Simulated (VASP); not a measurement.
# Ta (Im-3m) in VASP: a series of runs

Runs on Ta. Level: PBEsol. Tasks: single point, relaxation of cell and atoms.

Everything below comes from runs of VASP 6.6.1. Logs are shortened: lines on timing, memory, paths and dates and some standing lists are left out, and cuts for length are marked.

**1. The cell of the first run**

The structure is cubic, space group Im-3m (No. 229). Conventional cell: a = 3.281 Å, b = 3.281 Å, c = 3.281 Å, α = 90.00°, β = 90.00°, γ = 90.00°. Within 3.7 Å of Ta (site symmetry m-3m) lie 14 Ta at 2.84 to 3.28 Å.

**2. Single point, PBEsol**

The input, INCAR:

```
SYSTEM = Ta
PREC = Accurate ; ENCUT = 520
EDIFF = 1E-6 ; ISMEAR = 1
SIGMA = 0.05 ; LREAL = .False.
LASPH = .True. ; NELM = 60
ALGO = Normal ; ISIF = 2
LWAVE = .False. ; LCHARG = .False.
GGA = PS ; NBANDS = 12
```

The input, KPOINTS:

```
regular mesh
0
Gamma
  18 18 18
  0 0 0
```

The input, POSCAR:

```
Ta
1.0
   -1.6403090567      1.6403090567      1.6403090567
    1.6403090567     -1.6403090567      1.6403090567
    1.6403090567      1.6403090567     -1.6403090567
Ta
1
Direct
    0.0000000000      0.0000000000      0.0000000000
```

Potentials or basis: VASP PAW PBE potentials, release 64 (Ta_pv).

Run with:

```bash
> cat potpaw_PBE.64/Ta_pv/POTCAR > POTCAR
> mpirun -np 1 vasp_std > vasp.out
```

OUTCAR:

```text
SYSTEM = Ta
   PREC = Accurate
   ENCUT = 520
   EDIFF = 1E-6
   ISMEAR = 1
   LREAL = .False.
   LASPH = .True.
   NELM = 60
   ISIF = 2
   GGA = PS

 ion  position               nearest neighbor table
   1  0.000  0.000  0.000-

  LATTYP: Found a body centered cubic cell.
 ALAT       =     3.2806181134

  Lattice vectors:

 A1 = (  -1.6403090567,   1.6403090567,   1.6403090567)
 A2 = (   1.6403090567,  -1.6403090567,   1.6403090567)
 A3 = (   1.6403090567,   1.6403090567,  -1.6403090567)

Analysis of symmetry for initial positions (statically):
=====================================================================
 Subroutine PRICEL returns:
 Original cell was already a primitive cell.

 Routine SETGRP: Setting up the symmetry group for a
 body centered cubic supercell.

 Subroutine GETGRP returns: Found 48 space group operations
 (whereof 48 operations were pure point group operations)
 out of a pool of 48 trial point group operations.

The static configuration has the point symmetry O_h .

Analysis of symmetry for dynamics (positions and initial velocities):
=====================================================================
 Subroutine PRICEL returns:
 Original cell was already a primitive cell.

 Routine SETGRP: Setting up the symmetry group for a
 body centered cubic supercell.

 Subroutine GETGRP returns: Found 48 space group operations
 (whereof 48 operations were pure point group operations)
 out of a pool of 48 trial point group operations.

The dynamic configuration has the point symmetry O_h .

 Subroutine INISYM returns: Found 48 space group operations
 (whereof 48 operations are pure point group operations),
 and found     1 'primitive' translations

----------------------------------------------------------------------------------------

                                     Primitive cell

  volume of cell :      17.6538

  direct lattice vectors                    reciprocal lattice vectors
    -1.640309057  1.640309057  1.640309057     0.000000000  0.304820606  0.304820606
     1.640309057 -1.640309057  1.640309057     0.304820606  0.000000000  0.304820606
     1.640309057  1.640309057 -1.640309057     0.304820606  0.304820606  0.000000000

  length of vectors
     2.841098626  2.841098626  2.841098626     0.431081435  0.431081435  0.431081435

  position of ions in fractional coordinates (direct lattice)
     0.000000000  0.000000000  0.000000000

  ion indices of the primitive-cell ions
   primitive index   ion index
                 1           1

----------------------------------------------------------------------------------------

 KPOINTS: regular mesh

Automatic generation of k-mesh.
 Grid dimensions read from file:
 generate k-points for:   18   18   18

 Generating k-lattice:

  Cartesian coordinates                     Fractional coordinates (reciprocal lattice)
     0.000000000  0.016934478  0.016934478     0.055555556  0.000000000  0.000000000
     0.016934478  0.000000000  0.016934478     0.000000000  0.055555556  0.000000000
     0.016934478  0.016934478  0.000000000     0.000000000  0.000000000  0.055555556

  Length of vectors
     0.023948969  0.023948969  0.023948969

  Shift w.r.t. Gamma in fractional coordinates (k-lattice)
     0.000000000  0.000000000  0.000000000

 Subroutine IBZKPT returns following result:
 ===========================================

 Found    195 irreducible k-points:

 Following reciprocal coordinates:
            Coordinates               Weight
  0.000000  0.000000  0.000000      1.000000
  0.055556  0.000000  0.000000     12.000000
  0.111111  0.000000  0.000000     12.000000
  0.166667  0.000000  0.000000     12.000000
  0.222222  0.000000  0.000000     12.000000
  0.277778  0.000000  0.000000     12.000000
[... 16 lines left out ...]
  0.333333  0.111111  0.000000     48.000000
  0.388889  0.111111  0.000000     48.000000
 [... further k-points ...]
   k-points           NKPTS =    195   k-points in BZ     NKDIM =    195   number of bands    NBANDS=     12
   number of dos      NEDOS =    301   number of ions     NIONS =      1
   total plane-waves  NPLWV =  13824
   dimension x,y,z NGX =    24 NGY =   24 NGZ =   24
   dimension x,y,z NGXF=    48 NGYF=   48 NGZF=   48
   ions per type =               1
   NGX,Y,Z   is equivalent  to a cutoff of  14.04, 14.04, 14.04 a.u.
   NGXF,Y,Z  is equivalent  to a cutoff of  28.09, 28.09, 28.09 a.u.
 SYSTEM =  Ta
   PREC   = accura    normal or accurate (medium, high low for compatibility)
   ISTART =      0    job   : 0-new  1-cont  2-samecut
   ICHARG =      2    charge: 1-file 2-atom 10-const
   ISPIN  =      1    spin polarized calculation?
   LNONCOLLINEAR =      F non collinear calculations
   LSORBIT =      F    spin-orbit coupling
   LASPH  =      T    aspherical Exc in radial PAW
   ENCUT  =  520.0 eV  38.22 Ry    6.18 a.u.   5.28  5.28  5.28*2*pi/ulx,y,z
   NELM   =     60;   NELMIN=  2; NELMDL= -5     # of ELM steps
   EDIFF  = 0.1E-05   stopping-criterion for ELM
   LREAL  =      F    real-space projection
   EDIFFG = 0.1E-04   stopping-criterion for IOM
   NSW    =      0    number of steps for IOM
   IBRION =     -1    ionic relax: 0-MD 1-quasi-New 2-CG
   NFREE  =      0    steps in history (QN), initial steepest desc. (CG)
   ISIF   =      2    stress and relaxation
   ISYM   =      2    0-nonsym 1-usesym 2-fastsym
   POTIM  = 0.5000    time-step for ionic-motion
   TEBEG  =    0.0;   TEEND  =   0.0 temperature during run
   PSTRESS=    0.0 pullay stress
   NELECT =      11.0000    total number of electrons
   NUPDOWN=      -1.0000    fix difference up-down
   EMIN   =  10.00;   EMAX   =-10.00  energy-range for DOS
   EFERMI =   0.00;   METHOD = LEGACY
   ISMEAR =     1;   SIGMA  =   0.05  broadening in eV -4-tet -1-fermi 0-gaus
   EFERMI_NEDOS =   21; number of points for ismear=-14 and -15
   IALGO  =     38    algorithm
   IMIX   =      4    mixing-type and parameters
     AMIX     =   0.40;   BMIX     =  1.00
     AMIX_MAG =   1.60;   BMIX_MAG =  1.00
  volume/ion in A,a.u.               =      17.65       119.13
  Fermi-wavevector in a.u.,A,eV,Ry     =   1.398278  2.642361 26.601840  1.955180
  Thomas-Fermi vector in A             =   2.521451
   LORBIT       =      0    0 simple, 1 ext, 2 COOP (PROOUT), +10 PAW based schemes
   GGA     = PS    functional components
   LHFCALC =     F    Hartree Fock is set to
   AEXX    =    0.0000 exact exchange contribution
   IVDW    =     0    specifies the selected vdW correction
   LEPSILON=     F    determine dielectric tensor
   LRPA    =     F    only Hartree local field effects (RPA)
 non-spin polarized calculation
 Methfessel and Paxton  Order N= 1 SIGMA  =   0.05
  energy-cutoff  :      520.00
  volume of cell :       17.65
 maximum number of plane-waves:       490
 NGX is ok and might be reduce to    24
   NGX = 11   NGY = 11   NGZ = 11

 number of electron      11.0000002 magnetization

 Free energy of the ion-electron system (eV)
  ---------------------------------------------------
  ext. energy  EPLUGINS =         0.00000000
  ---------------------------------------------------
  free energy    TOTEN  =       -12.55219921 eV

  energy without entropy =      -12.55200002  energy(sigma->0) =      -12.55213281

 E-fermi :   5.5035     XC(G=0): -12.8310

 val. band max:        5.5029969752   @ k =   0.2222   0.0000   0.0000
 cond. band min:       5.5071903428   @ k =   0.3333   0.0000   0.0000
 fundamental gap:      0.0041933675
 Fermi energy:         5.5034571818

 k-point     1 :       0.0000    0.0000    0.0000
  band No.  band energies     occupation
      1     -27.4587      2.00000
      2     -27.4587      2.00000
      3     -27.4587      2.00000
      4      -2.5229      2.00000
      5       6.2047     -0.00000
      6       6.2047     -0.00000
      7       6.2047     -0.00000
      8       9.5463      0.00000
      9       9.5463      0.00000
     10      20.2190      0.00000
     11      20.6187      0.00000
     12      20.6187      0.00000

 k-point     2 :       0.0556    0.0000    0.0000
  band No.  band energies     occupation
      1     -27.5004      2.00000
      2     -27.4714      2.00000
      3     -27.4590      2.00000
      4      -2.3805      2.00000
      5       6.1115     -0.00000
      6       6.1788     -0.00000
      7       6.3440     -0.00000
      8       9.3915      0.00000
      9       9.5461      0.00000
     10      20.2190      0.00000
     11      20.7491      0.00000
     12      20.8672      0.00000

 k-point     3 :       0.1111    0.0000    0.0000
  band No.  band energies     occupation
      1     -27.6189      2.00000
      2     -27.5079      2.00000
      3     -27.4597      2.00000
      4      -1.9686      2.00000
      5       5.8549     -0.00000
      6       6.0691     -0.00000
      7       6.7576      0.00000
      8       9.0691      0.00000
      9       9.5538      0.00000
     10      20.2183      0.00000
     11      21.0790      0.00000
     12      21.5878      0.00000

 k-point     4 :       0.1667    0.0000    0.0000
  band No.  band energies     occupation
      1     -27.7965      2.00000
      2     -27.5632      2.00000
      3     -27.4608      2.00000
      4      -1.3355      2.00000
      5       5.4913      1.39982
      6       5.8236     -0.00000
      7       7.4327      0.00000
      8       8.8497      0.00000
      9       9.5893      0.00000
     10      20.2172      0.00000
     11      21.3755      0.00000
     12      22.7180      0.00000

 k-point     5 :       0.2222    0.0000    0.0000
  band No.  band energies     occupation
      1     -28.0081      2.00000
      2     -27.6303      2.00000
      3     -27.4622      2.00000
      4      -0.5716      2.00000
      5       5.0848      2.00000
      6       5.5030      1.01558
      7       8.3460      0.00000
      8       8.8679      0.00000
      9       9.6735      0.00000
     10      20.2144      0.00000
     11      21.1966      0.00000
     12      23.0651      0.00000
[... 228 lines left out ...]
      1     -28.2547      2.00000
      2     -27.7135      2.00000
      3     -27.5148      2.00000
      4       0.5362      2.00000
      5       4.6653      2.00000
      6       4.9980      2.00000
      7       8.6805      0.00000
      8      10.0203      0.00000
      9      10.1842      0.00000
     10      20.1770      0.00000
     11      20.5020      0.00000
     12      22.1183      0.00000

 k-point    22 :       0.2778    0.1111    0.0000
  band No.  band energies     occupation
      1     -28.4229      2.00000
      2     -27.7924      2.00000
      3     -27.5186      2.00000
      4       1.1020      2.00000
      5       4.3581      2.00000
      6       5.1085      2.00000
      7       8.9670      0.00000
      8      10.3114      0.00000
      9      11.2916      0.00000
     10      19.2632      0.00000
     11      20.2115      0.00000
     12      20.8023      0.00000

 k-point    23 :       0.3333    0.1111    0.0000
  band No.  band energies     occupation
      1     -28.5563      2.00000
      2     -27.8572      2.00000
      3     -27.5212      2.00000
      4       1.3593      2.00000
      5       4.1355      2.00000
      6       5.5977     -0.02279
      7       9.2343      0.00000
      8      10.4417      0.00000
      9      12.5532      0.00000
     10      18.1907      0.00000
     11      19.4405      0.00000
     12      20.2479      0.00000

 k-point    24 :       0.3889    0.1111    0.0000
  band No.  band energies     occupation
      1     -28.6418      2.00000
      2     -27.8996      2.00000
      3     -27.5228      2.00000
      4       1.4125      2.00000
      5       3.9985      2.00000
      6       6.2115     -0.00000
      7       9.3036      0.00000
      8      10.6386      0.00000
      9      13.5885      0.00000
     10      17.2537      0.00000
     11      18.6460      0.00000
     12      20.2372      0.00000

 [... further k-points ...]

------------------------ aborting loop because EDIFF is reached ----------------------------------------

  FORCE on cell =-STRESS in cart. coord.  units (eV):
  Direction    XX          YY          ZZ          XY          YZ          ZX
  --------------------------------------------------------------------------------------
  -------------------------------------------------------------------------------------
  Total        0.0206699      0.0206699      0.0206699     -0.0000000     -0.0000000     -0.0000000
  in kB        1.8759084      1.8759084      1.8759084     -0.0000000     -0.0000000     -0.0000000
  external PRESSURE =       1.8759084 kB  Pullay stress =       0.0000000 kB

 VOLUME and BASIS-vectors are now :
 -----------------------------------------------------------------------------
  energy-cutoff  :      520.00
  volume of cell :       17.65
      direct lattice vectors                 reciprocal lattice vectors
    -1.640309057  1.640309057  1.640309057     0.000000000  0.304820606  0.304820606
     1.640309057 -1.640309057  1.640309057     0.304820606  0.000000000  0.304820606
     1.640309057  1.640309057 -1.640309057     0.304820606  0.304820606  0.000000000

 POSITION                                       TOTAL-FORCE (eV/Angst)
 -----------------------------------------------------------------------------------
      0.00000      0.00000      0.00000         0.000000      0.000000      0.000000
 -----------------------------------------------------------------------------------
    total drift:                                0.000000      0.000000      0.000000

  FREE ENERGIE OF THE ION-ELECTRON SYSTEM (eV)
  ---------------------------------------------------
  free  energy   TOTEN  =       -12.5521992059 eV

  energy  without entropy=      -12.5520000160  energy(sigma->0) =      -12.55213281
```

It took 18 s on 1 thread of AMD EPYC 9R45 (Zen 5), shared host; peak memory 0.14 GiB.

Results:

- Free energy: -12.5522 eV
- Pressure: 0.2 GPa
- Band gap on the k mesh: zero (an odd number of electrons rules out a gap without spin polarisation)

Levels at points of the mesh, in eV from the Fermi level:
```csv
k point,band 2,band 3,band 4,band 5,band 6,band 7,band 8,band 9,band 10,band 11
"(0.00, 0.00, 0.00)",-32.96,-32.96,-8.03,0.70,0.70,0.70,4.04,4.04,14.72,15.12
"(0.50, 0.00, 0.00)",-33.37,-32.97,-4.50,-1.63,1.68,3.94,4.99,7.99,12.02,12.04
"(0.50, 0.50, 0.50)",-33.84,-33.84,-3.95,-3.95,6.99,6.99,6.99,8.83,8.83,8.83
```

Caveat: the PAW data sets were made with another functional, which shifts forces and pressure a little; spin-orbit coupling is left out, which moves the levels of the heavy elements.

(Part 1 of 2 ends here.)
